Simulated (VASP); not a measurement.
# Rh (P6_3/mmc) in VASP: notebook

Rh is run at these levels: LDA; tasks: single point.

All numbers are computed with VASP 6.6.1; they aren't measurements. Logs are shortened: lines on timing, memory, paths and dates and some standing lists are left out, and cuts for length are marked.

## Step 1: The cell of the first run

It takes space group P6_3/mmc (No. 194, hexagonal). The conventional cell has a = 2.795 Å, b = 2.795 Å, c = 9.137 Å, α = 90.00°, β = 90.00°, γ = 120.00°. Rh (site symmetry -3m) has 12 Rh at 2.80 Å within 3.7 Å. Within 3.7 Å of Rh (site symmetry -6m2) lie 12 Rh at 2.80 Å.

## Step 2: Single point, LDA

The input, INCAR:

```
SYSTEM = Rh
PREC = Accurate
ENCUT = 520
EDIFF = 1E-6
ISMEAR = -1
SIGMA = 0.15
LREAL = .FALSE.
LASPH = .TRUE.
NELM = 80
ALGO = Normal
ISIF = 2
LWAVE = .FALSE.
LCHARG = .FALSE.
GGA = CA
NBANDS = 38
```

The input, KPOINTS:

```
Automatic mesh
0
G
  10 10 3
  0 0 0
```

The input, POSCAR:

```
Rh
1.0
    2.7953740072      0.0000000000      0.0000000000
   -1.3976864844      2.4208643316      0.0000000000
    0.0000000000      0.0000000000      9.1367853165
Rh
4
Direct
    0.0000000000      0.0000000000      0.0000000000
    0.3333333333      0.6666666667      0.2500000000
    0.0000000000      0.0000000000      0.5000000000
    0.6666666667      0.3333333333      0.7500000000
```

Potentials or basis: VASP PAW LDA potentials, release 64 (Rh_pv).

Launch:

```console
$ cat potpaw_LDA.64/Rh_pv/POTCAR > POTCAR
$ mpirun -np 1 vasp_std > vasp.out
```

OUTCAR:

```text
SYSTEM = Rh
   PREC = Accurate
   ENCUT = 520
   EDIFF = 1E-6
   ISMEAR = -1
   LREAL = .FALSE.
   LASPH = .TRUE.
   NELM = 80
   ISIF = 2
   GGA = CA

 ion  position               nearest neighbor table
   1  0.000  0.000  0.000-   2 2.80   4 2.80   4 2.80   2 2.80   4 2.80   2 2.80
   2  0.333  0.667  0.250-   1 2.80   3 2.80   1 2.80   3 2.80   1 2.80   3 2.80
   3  0.000  0.000  0.500-   2 2.80   4 2.80   4 2.80   2 2.80   4 2.80   2 2.80
   4  0.667  0.333  0.750-   1 2.80   3 2.80   1 2.80   3 2.80   1 2.80   3 2.80

  LATTYP: Found a hexagonal cell.
 ALAT       =     2.7953740072
 C/A-ratio  =     3.2685376958

  Lattice vectors:

 A1 = (   2.7953740072,   0.0000000000,   0.0000000000)
 A2 = (  -1.3976864844,   2.4208643316,   0.0000000000)
 A3 = (   0.0000000000,   0.0000000000,   9.1367853165)

Analysis of symmetry for initial positions (statically):
=====================================================================
 Subroutine PRICEL returns:
 Original cell was already a primitive cell.

 Routine SETGRP: Setting up the symmetry group for a
 hexagonal supercell.

 Subroutine GETGRP returns: Found 24 space group operations
 (whereof 12 operations were pure point group operations)
 out of a pool of 24 trial point group operations.

The static configuration has the point symmetry D_3d.
 The point group associated with its full space group is D_6h.

Analysis of symmetry for dynamics (positions and initial velocities):
=====================================================================
 Subroutine PRICEL returns:
 Original cell was already a primitive cell.

 Routine SETGRP: Setting up the symmetry group for a
 hexagonal supercell.

 Subroutine GETGRP returns: Found 24 space group operations
 (whereof 12 operations were pure point group operations)
 out of a pool of 24 trial point group operations.

The dynamic configuration has the point symmetry D_3d.
 The point group associated with its full space group is D_6h.

 Subroutine INISYM returns: Found 24 space group operations
 (whereof 12 operations are pure point group operations),
 and found     1 'primitive' translations

----------------------------------------------------------------------------------------

                                     Primitive cell

  volume of cell :      61.8306

  direct lattice vectors                    reciprocal lattice vectors
     2.795374007  0.000000000  0.000000000     0.357733884  0.206537726  0.000000000
    -1.397686484  2.420864332  0.000000000     0.000000000  0.413075606  0.000000000
     0.000000000  0.000000000  9.136785316     0.000000000  0.000000000  0.109447685

  length of vectors
     2.795374007  2.795373252  9.136785316     0.413075494  0.413075606  0.109447685

  position of ions in fractional coordinates (direct lattice)
     0.000000000  0.000000000  0.000000000
     0.333333333  0.666666667  0.250000000
     0.000000000  0.000000000  0.500000000
     0.666666667  0.333333333  0.750000000

  ion indices of the primitive-cell ions
   primitive index   ion index
                 1           1
                 2           2
                 3           3
                 4           4

----------------------------------------------------------------------------------------

 KPOINTS: Automatic mesh

Automatic generation of k-mesh.
 Grid dimensions read from file:
 generate k-points for:   10   10    3

 Generating k-lattice:

  Cartesian coordinates                     Fractional coordinates (reciprocal lattice)
     0.035773388  0.020653773  0.000000000     0.100000000  0.000000000  0.000000000
     0.000000000  0.041307561  0.000000000     0.000000000  0.100000000  0.000000000
     0.000000000  0.000000000  0.036482562     0.000000000  0.000000000  0.333333333

  Length of vectors
     0.041307549  0.041307561  0.036482562

  Shift w.r.t. Gamma in fractional coordinates (k-lattice)
     0.000000000  0.000000000  0.000000000

 Subroutine IBZKPT returns following result:
 ===========================================

 Found     28 irreducible k-points:

 Following reciprocal coordinates:
            Coordinates               Weight
  0.000000  0.000000  0.000000      1.000000
  0.100000  0.000000  0.000000      6.000000
  0.200000  0.000000  0.000000      6.000000
  0.300000  0.000000  0.000000      6.000000
  0.400000  0.000000  0.000000      6.000000
  0.500000  0.000000  0.000000      3.000000
[... 16 lines left out ...]
  0.300000  0.100000  0.333333     24.000000
  0.400000  0.100000  0.333333     24.000000
 [... further k-points ...]
   k-points           NKPTS =     28   k-points in BZ     NKDIM =     28   number of bands    NBANDS=     38
   number of dos      NEDOS =    301   number of ions     NIONS =      4
   total plane-waves  NPLWV =  40320
   dimension x,y,z NGX =    24 NGY =   24 NGZ =   70
   dimension x,y,z NGXF=    48 NGYF=   48 NGZF=  140
   ions per type =               4
   NGX,Y,Z   is equivalent  to a cutoff of  14.27, 14.27, 12.74 a.u.
   NGXF,Y,Z  is equivalent  to a cutoff of  28.55, 28.55, 25.47 a.u.
 SYSTEM =  Rh
   PREC   = accura    normal or accurate (medium, high low for compatibility)
   ISTART =      0    job   : 0-new  1-cont  2-samecut
   ICHARG =      2    charge: 1-file 2-atom 10-const
   ISPIN  =      1    spin polarized calculation?
   LNONCOLLINEAR =      F non collinear calculations
   LSORBIT =      F    spin-orbit coupling
   LASPH  =      T    aspherical Exc in radial PAW
   ENCUT  =  520.0 eV  38.22 Ry    6.18 a.u.   5.20  5.20 16.99*2*pi/ulx,y,z
   NELM   =     80;   NELMIN=  2; NELMDL= -5     # of ELM steps
   EDIFF  = 0.1E-05   stopping-criterion for ELM
   LREAL  =      F    real-space projection
   EDIFFG = 0.1E-04   stopping-criterion for IOM
   NSW    =      0    number of steps for IOM
   IBRION =     -1    ionic relax: 0-MD 1-quasi-New 2-CG
   NFREE  =      0    steps in history (QN), initial steepest desc. (CG)
   ISIF   =      2    stress and relaxation
   ISYM   =      2    0-nonsym 1-usesym 2-fastsym
   POTIM  = 0.5000    time-step for ionic-motion
   TEBEG  =    0.0;   TEEND  =   0.0 temperature during run
   PSTRESS=    0.0 pullay stress
   NELECT =      60.0000    total number of electrons
   NUPDOWN=      -1.0000    fix difference up-down
   EMIN   =  10.00;   EMAX   =-10.00  energy-range for DOS
   EFERMI =   0.00;   METHOD = LEGACY
   ISMEAR =    -1;   SIGMA  =   0.15  broadening in eV -4-tet -1-fermi 0-gaus
   EFERMI_NEDOS =   21; number of points for ismear=-14 and -15
   IALGO  =     38    algorithm
   IMIX   =      4    mixing-type and parameters
     AMIX     =   0.40;   BMIX     =  1.00
     AMIX_MAG =   1.60;   BMIX_MAG =  1.00
  volume/ion in A,a.u.               =      15.46       104.31
  Fermi-wavevector in a.u.,A,eV,Ry     =   1.620780  3.062829 35.741508  2.626927
  Thomas-Fermi vector in A             =   2.714663
   LORBIT       =      0    0 simple, 1 ext, 2 COOP (PROOUT), +10 PAW based schemes
   GGA     = CA    functional components
   LHFCALC =     F    Hartree Fock is set to
   AEXX    =    0.0000 exact exchange contribution
   IVDW    =     0    specifies the selected vdW correction
   LEPSILON=     F    determine dielectric tensor
   LRPA    =     F    only Hartree local field effects (RPA)
 non-spin polarized calculation
  energy-cutoff  :      520.00
  volume of cell :       61.83
 maximum number of plane-waves:      1680
 NGX is ok and might be reduce to    24
   NGX = 11   NGY = 11   NGZ = 33

 number of electron      59.9999990 magnetization

 Free energy of the ion-electron system (eV)
  ---------------------------------------------------
  ext. energy  EPLUGINS =         0.00000000
  ---------------------------------------------------
  free energy    TOTEN  =       -33.90956638 eV

  energy without entropy =      -33.40124299  energy(sigma->0) =      -33.65540469

 E-fermi :   9.6733     XC(G=0): -13.6171

 val. band max:        9.6618017806   @ k =   0.2000   0.0000   0.3333
 cond. band min:       9.6871024044   @ k =   0.4000   0.1000   0.3333
 fundamental gap:      0.0253006238
 Fermi energy:         9.6732775793

 k-point     1 :       0.0000    0.0000    0.0000
  band No.  band energies     occupation
      1     -36.7779      2.00000
      2     -36.5415      2.00000
      3     -36.5277      2.00000
      4     -36.3585      2.00000
      5     -36.3584      2.00000
      6     -36.3278      2.00000
[... 30 lines left out ...]
     37      17.0962      0.00000
     38      23.5423      0.00000

 k-point     2 :       0.1000    0.0000    0.0000
  band No.  band energies     occupation
      1     -36.7625      2.00000
      2     -36.5466      2.00000
      3     -36.5329      2.00000
      4     -36.3940      2.00000
      5     -36.3699      2.00000
      6     -36.3553      2.00000
[... 30 lines left out ...]
     37      17.0679      0.00000
     38      23.7933      0.00000

 k-point     3 :       0.2000    0.0000    0.0000
  band No.  band energies     occupation
      1     -36.7202      2.00000
      2     -36.5790      2.00000
      3     -36.5637      2.00000
      4     -36.4829      2.00000
      5     -36.4338      2.00000
      6     -36.3992      2.00000
[... 30 lines left out ...]
     37      17.0418      0.00000
     38      23.7224      0.00000

 k-point     4 :       0.3000    0.0000    0.0000
  band No.  band energies     occupation
      1     -36.6759      2.00000
      2     -36.6617      2.00000
      3     -36.6225      2.00000
      4     -36.5879      2.00000
      5     -36.5515      2.00000
      6     -36.4341      2.00000
[... 30 lines left out ...]
     37      17.1656      0.00000
     38      20.4525      0.00000
[... 703 lines left out ...]
      4     -36.5296      2.00000
      5     -36.5168      2.00000
      6     -36.4731      2.00000
[... 30 lines left out ...]
     37      19.1357      0.00000
     38      21.8810      0.00000

 k-point    23 :       0.3000    0.1000    0.3333
  band No.  band energies     occupation
      1     -36.7016      2.00000
      2     -36.6740      2.00000
      3     -36.6665      2.00000
      4     -36.6296      2.00000
      5     -36.5484      2.00000
      6     -36.4903      2.00000
[... 30 lines left out ...]
     37      19.1683      0.00000
     38      19.5057      0.00000

 k-point    24 :       0.4000    0.1000    0.3333
  band No.  band energies     occupation
      1     -36.7479      2.00000
      2     -36.7311      2.00000
      3     -36.7047      2.00000
      4     -36.6871      2.00000
      5     -36.5193      2.00000
      6     -36.4953      2.00000
[... 30 lines left out ...]
     37      17.7809      0.00000
     38      17.8863      0.00000

 [... further k-points ...]
[... 5 lines left out ...]
  --------------------------------------------------------------------------------------
  -------------------------------------------------------------------------------------
  Total      -12.0478077    -12.0478020    -12.1975469     -0.0000026      0.0000000      0.0000000
  in kB     -312.1869989   -312.1868515   -316.0670938     -0.0000670      0.0000000      0.0000000
  external PRESSURE =    -313.4803147 kB  Pullay stress =       0.0000000 kB

 VOLUME and BASIS-vectors are now :
 -----------------------------------------------------------------------------
  energy-cutoff  :      520.00
  volume of cell :       61.83
      direct lattice vectors                 reciprocal lattice vectors
     2.795374007  0.000000000  0.000000000     0.357733884  0.206537726  0.000000000
    -1.397686484  2.420864332  0.000000000     0.000000000  0.413075606  0.000000000
     0.000000000  0.000000000  9.136785316     0.000000000  0.000000000  0.109447685

 POSITION                                       TOTAL-FORCE (eV/Angst)
 -----------------------------------------------------------------------------------
      0.00000      0.00000      0.00000        -0.000000      0.000000      0.000000
      0.00000      1.61391      2.28420         0.000000     -0.000000     -0.000000
      0.00000      0.00000      4.56839        -0.000000      0.000000      0.000000
      1.39769      0.80695      6.85259         0.000000     -0.000000     -0.000000
 -----------------------------------------------------------------------------------
    total drift:                               -0.000000      0.000000      0.000000

  FREE ENERGIE OF THE ION-ELECTRON SYSTEM (eV)
  ---------------------------------------------------
  free  energy   TOTEN  =       -33.9095663820 eV

  energy  without entropy=      -33.4012429914  energy(sigma->0) =      -33.65540469
```

Wall time 56 s (1 thread of Intel Xeon Platinum 8375C at 2.90GHz (Ice Lake), shared host); peak memory 0.18 GiB.

Results:

```
Free energy            : -33.9096 eV
Pressure               : -31.3 GPa
Band gap on the k mesh : zero (band 30 reaches 10.36 eV, above the bottom of band 31 at 8.84 eV)
```

Stress tensor (GPa, compression positive):
```
-31.22   0.00   0.00
  0.00 -31.22   0.00
  0.00   0.00 -31.61
```

Levels at points of the mesh, in eV from the Fermi level:
| k point | band 25 | band 26 | band 27 | band 28 | band 29 | band 30 | band 31 | band 32 | band 33 | band 34 |
| --- | --- | --- | --- | --- | --- | --- | --- | --- | --- | --- |
| (0.00, 0.00, 0.00) | -2.28 | -2.20 | -2.20 | -1.19 | -1.19 | -0.68 | -0.68 | -0.29 | -0.29 | 0.36 |
| (0.50, 0.00, 0.00) | -1.26 | 0.46 | 0.47 | 0.50 | 0.56 | 0.69 | 0.69 | 0.72 | 1.30 | 2.22 |

(Continued in part 2 of 2.)
